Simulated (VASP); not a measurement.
# Gd (P6_3/mmc) in VASP: notebook

Gd is run at these levels: PBE; tasks: single point, relaxation of cell and atoms.

Everything below comes from runs of VASP 6.6.1. Logs are shortened: lines on timing, memory, paths and dates and some standing lists are left out, and cuts for length are marked.

## (1) The cell of the first run

The structure is hexagonal, space group P6_3/mmc (No. 194). The conventional cell has a = 3.647 Å, b = 3.647 Å, c = 5.819 Å, α = 90.00°, β = 90.00°, γ = 120.00°. Within 4.7 Å of Gd (site symmetry -6m2) lie 12 Gd at 3.59 to 3.65 Å.

## (2) Single point, PBE, collinear spin, ferromagnetic start

INCAR reads:

```
SYSTEM = Gd
  PREC = Accurate
  ENCUT = 520
  EDIFF = 1E-6
  ISMEAR = 0
  SIGMA = 0.05
  LREAL = .False.
  LASPH = .True.
  NELM = 150
  ALGO = Normal
  ISIF = 2
  LWAVE = .False.
  LCHARG = .True.
  ISPIN = 2
  MAGMOM = 7 7
  LORBIT = 11
  LMAXMIX = 6
  GGA = PE
  LELF = .True.
  LVHAR = .True.
  NBANDS = 29
```

KPOINTS reads:

```
regular mesh
0
Gamma
  6 6 4
  0 0 0
```

POSCAR reads:

```
Gd
1.0
    3.6467478725      0.0000000000      0.0000000000
   -1.8233739362      3.1581762987      0.0000000000
    0.0000000000      0.0000000000      5.8193227315
Gd
2
Direct
    0.3333333333      0.6666666667      0.2500000000
    0.6666666667      0.3333333333      0.7500000000
```

Potentials or basis: VASP PAW PBE potentials, release 64 (Gd).

On the command line:

```sh
> cat potpaw_PBE.64/Gd/POTCAR > POTCAR
> mpirun -np 1 vasp_std > vasp.out
```

OUTCAR:

```text
SYSTEM = Gd
   PREC = Accurate
   ENCUT = 520
   EDIFF = 1E-6
   ISMEAR = 0
   LREAL = .False.
   LASPH = .True.
   NELM = 150
   ISIF = 2
   ISPIN = 2
   LORBIT = 11
   GGA = PE

 ion  position               nearest neighbor table
   1  0.333  0.667  0.250-
   2  0.667  0.333  0.750-

  LATTYP: Found a hexagonal cell.
 ALAT       =     3.6467478725
 C/A-ratio  =     1.5957568044

  Lattice vectors:

 A1 = (   3.6467478725,   0.0000000000,   0.0000000000)
 A2 = (  -1.8233739362,   3.1581762987,   0.0000000000)
 A3 = (   0.0000000000,   0.0000000000,   5.8193227315)

Analysis of symmetry for initial positions (statically):
=====================================================================
 Subroutine PRICEL returns:
 Original cell was already a primitive cell.

 Routine SETGRP: Setting up the symmetry group for a
 hexagonal supercell.

 Subroutine GETGRP returns: Found 24 space group operations
 (whereof 12 operations were pure point group operations)
 out of a pool of 24 trial point group operations.

The static configuration has the point symmetry D_3d.
 The point group associated with its full space group is D_6h.

Analysis of symmetry for dynamics (positions and initial velocities):
=====================================================================
 Subroutine PRICEL returns:
 Original cell was already a primitive cell.

 Routine SETGRP: Setting up the symmetry group for a
 hexagonal supercell.

 Subroutine GETGRP returns: Found 24 space group operations
 (whereof 12 operations were pure point group operations)
 out of a pool of 24 trial point group operations.

The dynamic configuration has the point symmetry D_3d.
 The point group associated with its full space group is D_6h.

Analysis of structural, dynamic, and magnetic symmetry:
=====================================================================
 Subroutine PRICEL returns:
 Original cell was already a primitive cell.

 Routine SETGRP: Setting up the symmetry group for a
 hexagonal supercell.

 Subroutine GETGRP returns: Found 24 space group operations
 (whereof 12 operations were pure point group operations)
[... 115 lines left out ...]
   EFERMI_NEDOS =   21; number of points for ismear=-14 and -15
   IALGO  =     38    algorithm
   IMIX   =      4    mixing-type and parameters
     AMIX     =   0.40;   BMIX     =  1.00
     AMIX_MAG =   1.60;   BMIX_MAG =  1.00
  volume/ion in A,a.u.               =      33.51       226.14
  Fermi-wavevector in a.u.,A,eV,Ry     =   1.330774  2.514797 24.095348  1.770958
  Thomas-Fermi vector in A             =   2.459835
   LORBIT       =     11    0 simple, 1 ext, 2 COOP (PROOUT), +10 PAW based schemes
   GGA     = PE    functional components
   LHFCALC =     F    Hartree Fock is set to
   AEXX    =    0.0000 exact exchange contribution
   IVDW    =     0    specifies the selected vdW correction
   LEPSILON=     F    determine dielectric tensor
   LRPA    =     F    only Hartree local field effects (RPA)
 spin polarized calculation
 Gauss-broadening in eV      SIGMA  =   0.05
  energy-cutoff  :      520.00
  volume of cell :       67.02
 maximum number of plane-waves:      1824
 NGX is ok and might be reduce to    28
   NGX = 13   NGY = 13   NGZ = 21

 number of electron      36.0000009 magnetization      15.3983087

 Free energy of the ion-electron system (eV)
  ---------------------------------------------------
  ext. energy  EPLUGINS =         0.00000000
  ---------------------------------------------------
  free energy    TOTEN  =       -23.41379778 eV

  energy without entropy =      -23.40839757  energy(sigma->0) =      -23.41109768

 E-fermi :   2.9003     XC(G=0):  -9.9129

 val. band max:        2.8980268215   @ k =   0.3333   0.3333   0.2500
 cond. band min:       2.9057668813   @ k =   0.3333   0.1667   0.2500
 fundamental gap:      0.0077400598
 Fermi energy:         2.9003137097

 spin component 1

 k-point     1 :       0.0000    0.0000    0.0000
  band No.  band energies     occupation
      1     -42.4376      1.00000
      2     -42.3731      1.00000
      3     -20.1601      1.00000
      4     -19.5726      1.00000
      5     -19.5726      1.00000
      6     -19.4721      1.00000
[... 661 lines left out ...]
     28       2.9956      0.00351
     29       5.3278      0.00000
 Fermi energy:         2.9003137097

 spin component 2

 k-point     1 :       0.0000    0.0000    0.0000
  band No.  band energies     occupation
      1     -39.1828      1.00000
      2     -39.1017      1.00000
      3     -17.9025      1.00000
      4     -17.1756      1.00000
      5     -17.1756      1.00000
      6     -17.0588      1.00000
[... 661 lines left out ...]
     28       4.5468      0.00000
     29       6.4758      0.00000

------------------------ aborting loop because EDIFF is reached ----------------------------------------

  FORCE on cell =-STRESS in cart. coord.  units (eV):
  Direction    XX          YY          ZZ          XY          YZ          ZX
  --------------------------------------------------------------------------------------
  -------------------------------------------------------------------------------------
  Total       -0.0243373     -0.0243373     -0.0139172     -0.0000000      0.0000000      0.0000000
  in kB       -0.5817921     -0.5817921     -0.3326960     -0.0000000      0.0000000      0.0000000
  external PRESSURE =      -0.4987601 kB  Pullay stress =       0.0000000 kB

 VOLUME and BASIS-vectors are now :
 -----------------------------------------------------------------------------
  energy-cutoff  :      520.00
  volume of cell :       67.02
      direct lattice vectors                 reciprocal lattice vectors
     3.646747873  0.000000000  0.000000000     0.274216928  0.158319217  0.000000000
    -1.823373936  3.158176299  0.000000000     0.000000000  0.316638435  0.000000000
     0.000000000  0.000000000  5.819322731     0.000000000  0.000000000  0.171841303

 POSITION                                       TOTAL-FORCE (eV/Angst)
 -----------------------------------------------------------------------------------
     -0.00000      2.10545      1.45483        -0.000000      0.000000      0.000000
      1.82337      1.05273      4.36449         0.000000     -0.000000      0.000000
 -----------------------------------------------------------------------------------
    total drift:                               -0.000000      0.000000     -0.000000

  FREE ENERGIE OF THE ION-ELECTRON SYSTEM (eV)
  ---------------------------------------------------
  free  energy   TOTEN  =       -23.4137977819 eV

  energy  without entropy=      -23.4083975732  energy(sigma->0) =      -23.41109768

 total charge

# of ion       s       p       d       f       tot
--------------------------------------------------
    1        2.073   5.568   0.569   6.978  15.187
    2        2.073   5.568   0.569   6.978  15.187
--------------------------------------------------
tot          4.145  11.135   1.138  13.955  30.374

 magnetization (x)

# of ion       s       p       d       f       tot
--------------------------------------------------
    1        0.004  -0.051   0.234   6.827   7.014
    2        0.004  -0.051   0.234   6.827   7.014
--------------------------------------------------
tot          0.008  -0.101   0.468  13.655  14.029
```

OSZICAR:

```text
N       E                     dE             d eps       ncg     rms          rms(c)
DAV:   1     0.268639159308E+03    0.26864E+03   -0.12114E+04  3305   0.616E+03
DAV:   2     0.468917991370E+02   -0.22175E+03   -0.19717E+03  3422   0.416E+02
[... 32 lines left out ...]
DAV:  35    -0.234137587676E+02    0.93943E-05   -0.22146E-04  4616   0.424E-01    0.116E-01
DAV:  36    -0.234137937705E+02   -0.35003E-04   -0.86143E-05  4614   0.203E-01    0.157E-01
DAV:  37    -0.234137923906E+02    0.13799E-05   -0.37511E-05  4296   0.106E-01    0.122E-01
DAV:  38    -0.234137958627E+02   -0.34722E-05   -0.71849E-06  3214   0.944E-02    0.196E-01
DAV:  39    -0.234137981284E+02   -0.22656E-05   -0.72720E-06  3106   0.355E-02    0.237E-01
DAV:  40    -0.234137977819E+02    0.34647E-06   -0.21540E-06  2157   0.481E-02
   1 F= -.23413798E+02 E0= -.23411098E+02  d E =-.540021E-02  mag=    15.3964
```

Run time: 2 min. Hardware: 1 thread of Intel Xeon 6975P-C (Granite Rapids), shared host; peak memory 0.26 GiB.

What came out:

```yaml
Free_energy: -23.4138 eV
Pressure: 0.0 GPa
Net_moment: 15.40 μB per cell
Site_moments: Gd +7.01 μB
Valence_electrons_inside_the_program's_atomic_spheres: Gd 15.19
```

Levels at points of the mesh, in eV from the Fermi level:
Spin up:
```csv
k point,band 24,band 25,band 26,band 27,band 28,band 29
"(0.00, 0.00, 0.00)",-2.50,0.96,1.31,1.31,1.45,1.92
"(0.50, 0.00, 0.00)",-1.73,-1.29,-0.14,1.05,1.07,1.72
"(0.00, 0.00, 0.50)",-3.61,0.45,0.45,1.24,1.24,1.24
"(0.50, 0.00, 0.50)",-2.16,-0.48,-0.48,1.41,1.41,2.54
```
Spin down:
```tsv
k point	band 7	band 8	band 9	band 10	band 11	band 12	band 13	band 14
(0.00, 0.00, 0.00)	-19.96	-19.96	-4.12	-1.37	0.32	0.35	0.40	0.45
(0.50, 0.00, 0.00)	-20.17	-20.05	-1.02	-0.84	-0.55	0.35	0.41	0.47
(0.00, 0.00, 0.50)	-20.02	-20.02	-2.59	-2.59	0.25	0.25	0.43	0.43
(0.50, 0.00, 0.50)	-20.15	-20.15	-1.29	-1.29	0.23	0.23	0.44	0.44
```

Caveat: spin-orbit coupling is left out, which moves the levels of the heavy elements. The state reached can hang on the start; a lower one may exist.

## (3) Relaxation of cell and atoms, PBE, collinear spin, ferromagnetic start

This run uses another cell than the first one, of 33.10 Å³/atom, 0.988 times its volume.

INCAR reads:

```
SYSTEM = Gd
  PREC = Accurate
  ENCUT = 600
  EDIFF = 1E-6
  ISMEAR = 0
  SIGMA = 0.05
  LREAL = .FALSE.
  LASPH = .TRUE.
  NELM = 150
  ALGO = Normal
  ISIF = 3
  LWAVE = .FALSE.
  LCHARG = .FALSE.
  ISPIN = 2
  MAGMOM = 7 7
  LORBIT = 11
  LMAXMIX = 6
  GGA = PE
  IBRION = 2
  NSW = 80
  EDIFFG = -0.03
```

KPOINTS reads:

```
regular mesh
0
G
  6 6 4
  0 0 0
```

POSCAR reads:

```
Gd
1.0
    3.6360000000      0.0000000000      0.0000000000
   -1.8180000000      3.1488683682      0.0000000000
    0.0000000000      0.0000000000      5.7826000000
Gd
2
Direct
    0.3333333333      0.6666666667      0.2500000000
    0.6666666667      0.3333333333      0.7500000000
```

Potentials or basis: VASP PAW PBE potentials, release 64 (Gd).

On the command line:

```sh
> cat potpaw_PBE.64/Gd/POTCAR > POTCAR
> mpirun -np 1 vasp_std > vasp.out
```

It took 3.6 min on 1 thread of Intel Xeon 6975P-C (Granite Rapids), shared host; peak memory 0.28 GiB.

The run converged. Its results:

```
Free energy                                           : -23.4180 eV
Relaxed volume                                        : 33.50 Å³/atom
Relaxed cell                                          : a = 3.648 Å, b = 3.648 Å, c = 5.815 Å, α = 90.00°, β = 90.00°, γ = 120.00°
Space group after relaxing (to 0.05 Å)                : P6_3/mmc (No. 194)
Energy gained by relaxing                             : 0.6 meV/atom
Ionic steps                                           : 2
Pressure after relaxing                               : -0.1 GPa
Net moment                                            : 15.40 μB per cell
Site moments                                          : Gd +7.01 μB
Valence electrons inside the program's atomic spheres : Gd 15.19
```

Stress tensor (GPa, compression positive):
```
-0.10  0.00  0.00
 0.00 -0.10  0.00
 0.00  0.00 -0.02
```

The path:
| step | energy change (eV) | largest force (eV/Å) | pressure (GPa) | volume (Å³) |
| --- | --- | --- | --- | --- |
| 1 | 0.0000 | 0.0000 | 0.40 | 66.21 |
| 2 | -0.0012 | 0.0000 | -0.07 | 67.00 |

Final structure:
```cif
data_structure
_symmetry_space_group_name_H-M 'P 1'
_symmetry_Int_Tables_number 1
_cell_length_a 3.6475
_cell_length_b 3.6475
_cell_length_c 5.8145
_cell_angle_alpha 90.000
_cell_angle_beta 90.000
_cell_angle_gamma 120.000
_cell_volume 67.00
loop_
_atom_site_label
_atom_site_type_symbol
_atom_site_fract_x
_atom_site_fract_y
_atom_site_fract_z
_atom_site_occupancy
Gd1 Gd 0.33333 0.66667 0.25000 1
Gd2 Gd 0.66667 0.33333 0.75000 1
```

Levels at points of the mesh, in eV from the Fermi level:
Spin up:
| k point | band 24 | band 25 | band 26 | band 27 | band 28 | band 29 |
| --- | --- | --- | --- | --- | --- | --- |
| (0.00, 0.00, 0.00) | -2.50 | 0.97 | 1.31 | 1.31 | 1.46 | 1.92 |
| (0.50, 0.00, 0.00) | -1.73 | -1.28 | -0.14 | 1.05 | 1.07 | 1.73 |
| (0.00, 0.00, 0.50) | -3.61 | 0.45 | 0.45 | 1.23 | 1.23 | 1.23 |
| (0.50, 0.00, 0.50) | -2.16 | -0.48 | -0.48 | 1.41 | 1.41 | 2.54 |
Spin down:
```csv
k point,band 8,band 9,band 10,band 11,band 12,band 13
"(0.00, 0.00, 0.00)",-19.96,-4.12,-1.37,0.33,0.36,0.41
"(0.50, 0.00, 0.00)",-20.05,-1.02,-0.84,-0.55,0.36,0.42
"(0.00, 0.00, 0.50)",-20.02,-2.59,-2.59,0.25,0.25,0.44
"(0.50, 0.00, 0.50)",-20.15,-1.29,-1.29,0.23,0.23,0.44
```

Caveat: spin-orbit coupling is left out, which moves the levels of the heavy elements. Zero-point motion and thermal expansion aren't in these numbers.
